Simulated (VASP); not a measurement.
# Si (Imma) in VASP: a series of runs, part 2 of 2

VASP 6.6.1. Earlier steps stand in the parts before.

## 3. Single point, LDA (equal xx and yy strain of +3 %)

Input file INCAR:

```
SYSTEM = Si
  PREC = Accurate
  ENCUT = 520
  EDIFF = 1E-6
  ISMEAR = -1
  SIGMA = 0.05
  LREAL = .False.
  LASPH = .True.
  NELM = 60
  ALGO = Normal
  ISIF = 2
  LWAVE = .False.
  LCHARG = .False.
  GGA = CA
  NBANDS = 11
```

Input file KPOINTS:

```
regular mesh
0
Gamma
  16 16 16
  0 0 0
```

Input file POSCAR:

```
Si
1.0
   -2.3185300000      2.4395550000      1.2750000000
    2.3185300000     -2.4395550000      1.2750000000
    2.3185300000      2.4395550000     -1.2750000000
Si
2
Direct
    0.8070000000      0.5570000000      0.2500000000
    0.1930000000      0.4430000000      0.7500000000
```

Potentials or basis: VASP PAW LDA potentials, release 64 (Si).

On the command line:

```console
cat potpaw_LDA.64/Si/POTCAR > POTCAR
mpirun -np 1 vasp_std > vasp.out
```

OUTCAR:

```text
SYSTEM = Si
   PREC = Accurate
   ENCUT = 520
   EDIFF = 1E-6
   ISMEAR = -1
   LREAL = .False.
   LASPH = .True.
   NELM = 60
   ISIF = 2
   GGA = CA

 ion  position               nearest neighbor table
   1  0.807  0.557  0.250-   2 2.46   2 2.46   2 2.52   2 2.52   2 2.80   2 2.80
   2  0.193  0.443  0.750-   1 2.46   1 2.46   1 2.52   1 2.52   1 2.80   1 2.80

  LATTYP: Found a body centered orthorhombic cell.
 ALAT       =     2.5500000000
 B/A-ratio  =     1.8184549020
 C/A-ratio  =     1.9133764706

  Lattice vectors:

 A1 = (   2.3185300000,  -2.4395550000,   1.2750000000)
 A2 = (  -2.3185300000,  -2.4395550000,  -1.2750000000)
 A3 = (   2.3185300000,   2.4395550000,  -1.2750000000)

Analysis of symmetry for initial positions (statically):
=====================================================================
 Subroutine PRICEL returns:
 Original cell was already a primitive cell.

 Routine SETGRP: Setting up the symmetry group for a
 body centered orthorhombic supercell.

 Subroutine GETGRP returns: Found  8 space group operations
 (whereof  4 operations were pure point group operations)
 out of a pool of  8 trial point group operations.

The static configuration has the point symmetry C_2h.
 The point group associated with its full space group is D_2h.

Analysis of symmetry for dynamics (positions and initial velocities):
=====================================================================
 Subroutine PRICEL returns:
 Original cell was already a primitive cell.

 Routine SETGRP: Setting up the symmetry group for a
 body centered orthorhombic supercell.

 Subroutine GETGRP returns: Found  8 space group operations
 (whereof  4 operations were pure point group operations)
 out of a pool of  8 trial point group operations.

The dynamic configuration has the point symmetry C_2h.
 The point group associated with its full space group is D_2h.

 Subroutine INISYM returns: Found  8 space group operations
[... 122 lines left out ...]
   GGA     = CA    functional components
   LHFCALC =     F    Hartree Fock is set to
   AEXX    =    0.0000 exact exchange contribution
   IVDW    =     0    specifies the selected vdW correction
   LEPSILON=     F    determine dielectric tensor
   LRPA    =     F    only Hartree local field effects (RPA)
 non-spin polarized calculation
  energy-cutoff  :      520.00
  volume of cell :       28.85
 maximum number of plane-waves:       793
   NGX = 13   NGY = 13   NGZ = 13

 number of electron       8.0000000 magnetization

 Free energy of the ion-electron system (eV)
  ---------------------------------------------------
  ext. energy  EPLUGINS =         0.00000000
  ---------------------------------------------------
  free energy    TOTEN  =       -11.48141297 eV

  energy without entropy =      -11.47523049  energy(sigma->0) =      -11.47832173

 E-fermi :   9.8560     XC(G=0): -11.2131

 val. band max:        9.8497801915   @ k =   0.1250   0.0625   0.0625
 cond. band min:       9.8565333986   @ k =  -0.2500  -0.2500   0.0625
 fundamental gap:      0.0067532071
 Fermi energy:         9.8559920136

 k-point     1 :       0.0000    0.0000    0.0000
  band No.  band energies     occupation
      1      -4.3614      2.00000
      2       6.8360      2.00000
      3       7.3614      2.00000
      4       7.5080      2.00000
      5      11.1443      0.00000
      6      17.4763      0.00000
      7      18.0382      0.00000
      8      19.5701      0.00000
      9      19.7608      0.00000
     10      20.4986      0.00000
     11      21.3595      0.00000
[... 309 lines left out ...]
 k-point    24 :      -0.1250    0.0625    0.0000
  band No.  band energies     occupation
      1      -4.1551      2.00000
      2       5.6570      2.00000
      3       7.0362      2.00000
      4       8.8956      2.00000
      5      11.9843      0.00000
      6      15.4445      0.00000
      7      18.0392      0.00000
      8      18.8388      0.00000
      9      19.3109      0.00000
     10      20.5368      0.00000
     11      22.2631      0.00000

 [... further k-points ...]

------------------------ aborting loop because EDIFF is reached ----------------------------------------

  FORCE on cell =-STRESS in cart. coord.  units (eV):
  Direction    XX          YY          ZZ          XY          YZ          ZX
  --------------------------------------------------------------------------------------
  -------------------------------------------------------------------------------------
  Total        0.3817675      0.1681310      0.6941013      0.0000000      0.0000000      0.0000000
  in kB       21.2039133      9.3382364     38.5513788      0.0000000      0.0000000      0.0000000
  external PRESSURE =      23.0311762 kB  Pullay stress =       0.0000000 kB

 VOLUME and BASIS-vectors are now :
 -----------------------------------------------------------------------------
  energy-cutoff  :      520.00
  volume of cell :       28.85
      direct lattice vectors                 reciprocal lattice vectors
    -2.318530000  2.439555000  1.275000000     0.000000000  0.204955412  0.392156863
     2.318530000 -2.439555000  1.275000000     0.215653884  0.000000000  0.392156863
     2.318530000  2.439555000 -1.275000000     0.215653884  0.204955412  0.000000000

 POSITION                                       TOTAL-FORCE (eV/Angst)
 -----------------------------------------------------------------------------------
      0.00000      1.21978      1.42035        -0.000000      0.000000      0.054877
      2.31853      1.21978     -0.14535         0.000000     -0.000000     -0.054877
 -----------------------------------------------------------------------------------
    total drift:                                0.000000     -0.000000     -0.000000

  FREE ENERGIE OF THE ION-ELECTRON SYSTEM (eV)
  ---------------------------------------------------
  free  energy   TOTEN  =       -11.4814129696 eV

  energy  without entropy=      -11.4752304940  energy(sigma->0) =      -11.47832173
```

OSZICAR:

```text
N       E                     dE             d eps       ncg     rms          rms(c)
DAV:   1     0.481292574086E+01    0.48129E+01   -0.34919E+03 13678   0.614E+02
DAV:   2    -0.110725923591E+02   -0.15886E+02   -0.15261E+02 17922   0.858E+01
DAV:   3    -0.115109644783E+02   -0.43837E+00   -0.43336E+00 17702   0.117E+01
DAV:   4    -0.115129028829E+02   -0.19384E-02   -0.19380E-02 16546   0.966E-01
DAV:   5    -0.115129118435E+02   -0.89607E-05   -0.89618E-05 17243   0.596E-02    0.456E+00
DAV:   6    -0.114934606761E+02    0.19451E-01   -0.30761E-03 15939   0.269E-01    0.261E+00
DAV:   7    -0.114814998975E+02    0.11961E-01   -0.63131E-03 15487   0.396E-01    0.182E-01
DAV:   8    -0.114814165666E+02    0.83331E-04   -0.31829E-04 16555   0.104E-01    0.215E-02
DAV:   9    -0.114814135492E+02    0.30174E-05   -0.77256E-06 17300   0.188E-02    0.980E-03
DAV:  10    -0.114814129696E+02    0.57962E-06   -0.12599E-06 10502   0.551E-03
   1 F= -.11481413E+02 E0= -.11478322E+02  d E =-.618248E-02
```

stdout:

```text
POSCAR found type information on POSCAR Si
 POSCAR found :  1 types and       2 ions
 scaLAPACK will be used
 LDA part: xc-table for (Slater(with rela. corr.)+CA(PZ))
 , standard interpolation
 POSCAR, INCAR and KPOINTS ok, starting setup
 FFT: planning ... GRIDC
 FFT: planning ... GRID_SOFT
 FFT: planning ... GRID
 WAVECAR not read
 entering main loop
```

It took 2 min on 1 thread of AMD EPYC 7R13 (Zen 3), shared host; peak memory 0.23 GiB.

Results:

```
Free energy            : -11.4814 eV
Pressure               : 2.3 GPa
Largest force          : 0.055 eV/Å
Band gap on the k mesh : zero (bands 4 and 5 overlap by 6.74 eV)
```

Forces on the atoms (eV/Å):
```
Si   0.000  0.000  0.055
Si   0.000  0.000 -0.055
```

Levels at points of the mesh, in eV from the Fermi level:
| k point | band 1 | band 2 | band 3 | band 4 | band 5 | band 6 | band 7 | band 8 |
| --- | --- | --- | --- | --- | --- | --- | --- | --- |
| (0.00, 0.00, 0.00) | -14.22 | -3.02 | -2.49 | -2.35 | 1.29 | 7.62 | 8.18 | 9.71 |
| (0.50, 0.00, 0.00) | -7.48 | -7.15 | -1.82 | -1.39 | -1.09 | 0.31 | 4.52 | 4.95 |
| (0.00, 0.50, 0.00) | -7.43 | -6.82 | -2.78 | -1.88 | -1.57 | 1.41 | 4.79 | 6.13 |
| (0.50, 0.50, 0.00) | -11.08 | -11.08 | -0.02 | -0.02 | 2.44 | 2.44 | 8.94 | 8.94 |
| (0.50, 0.50, 0.50) | -9.16 | -8.17 | -7.26 | -7.03 | 6.24 | 7.00 | 12.67 | 13.41 |

Caveat: the cell differs from its parent crystal (equal xx and yy strain of +3 %).
